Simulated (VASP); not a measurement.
Set up this calculation in VASP 6.6.1, as the native input.

```
Task                   : single point
Functional             : PBE
Potentials or basis    : VASP PAW PBE potentials, release 64 (In_d, As)
Cutoff                 : 500 eV
k mesh                 : 3 × 3 × 3
Occupations            : gaussian, width 0.1 eV
Spin                   : no spin polarisation
Dipole correction      : no
Further INCAR settings : LREAL = Auto; ALGO = Normal; EDIFF = 1e-06; NBANDS = 166
```

The structure of InAs lies in POSCAR:

```
InAs
1.0
   -6.1863269466      6.1863269466     -6.1863269466
   -6.1863269466     -6.1863269466      6.1863269466
    6.1863269466      6.1863269466      6.1863269466
In As
16 16
Direct
    0.0000000000      0.2500000000      0.7500000000
    0.7500000000      0.5000000000      0.7500000000
    0.7500000000      0.2500000000      0.0000000000
    0.5000000000      0.7500000000      0.7500000000
    0.5000000000      0.5000000000      0.0000000000
    0.5000000000      0.2500000000      0.2500000000
    0.2500000000      0.0000000000      0.7500000000
    0.2500000000      0.7500000000      0.0000000000
    0.2500000000      0.5000000000      0.2500000000
    0.2500000000      0.2500000000      0.5000000000
    0.0000000000      0.0000000000      0.0000000000
    0.0000000000      0.7500000000      0.2500000000
    0.0000000000      0.5000000000      0.5000000000
    0.7500000000      0.0000000000      0.2500000000
    0.7500000000      0.7500000000      0.5000000000
    0.5000000000      0.0000000000      0.5000000000
    0.0000000000      0.0000000000      0.2500000000
    0.7500000000      0.2500000000      0.2500000000
    0.7500000000      0.0000000000      0.5000000000
    0.5000000000      0.5000000000      0.2500000000
    0.5000000000      0.2500000000      0.5000000000
    0.5000000000      0.0000000000      0.7500000000
    0.2500000000      0.7500000000      0.2500000000
    0.2500000000      0.5000000000      0.5000000000
    0.2500000000      0.2500000000      0.7500000000
    0.2500000000      0.0000000000      0.0000000000
    0.0000000000      0.7500000000      0.5000000000
    0.0000000000      0.5000000000      0.7500000000
    0.0000000000      0.2500000000      0.0000000000
    0.7500000000      0.7500000000      0.7500000000
    0.7500000000      0.5000000000      0.0000000000
    0.5000000000      0.7500000000      0.0000000000
```

These files were run (other wordings do the same):

INCAR

```
  PREC = Accurate
  ENCUT = 500
  EDIFF = 1E-6
  ISMEAR = 0
  SIGMA = 0.1
  LREAL = Auto
  LASPH = True
  NELM = 120
  ALGO = Normal
  ISIF = 2
  LWAVE = False
  LCHARG = False
  GGA = PE
  NBANDS = 166
  GGA_COMPAT = False
```

KPOINTS

```
regular mesh
0
Gamma
  3 3 3
```

Potentials or basis: VASP PAW PBE potentials, release 64 (In_d, As).

Launch:

```sh
$ cat potpaw_PBE.64/In_d/POTCAR potpaw_PBE.64/As/POTCAR > POTCAR
$ mpirun -np 1 vasp_std > vasp.out
```

Results of the run:

```
Pressure               : 0.0 GPa
Band gap on the k mesh : zero (filled and empty bands touch)
```

Caveat: semilocal functionals underestimate gaps, so a narrow gap can read as zero; spin-orbit coupling is left out, which moves the levels of the heavy elements.

It took 37 min on 1 thread of Intel Xeon 8259CL, on a shared host, peak memory 1.2 GiB.
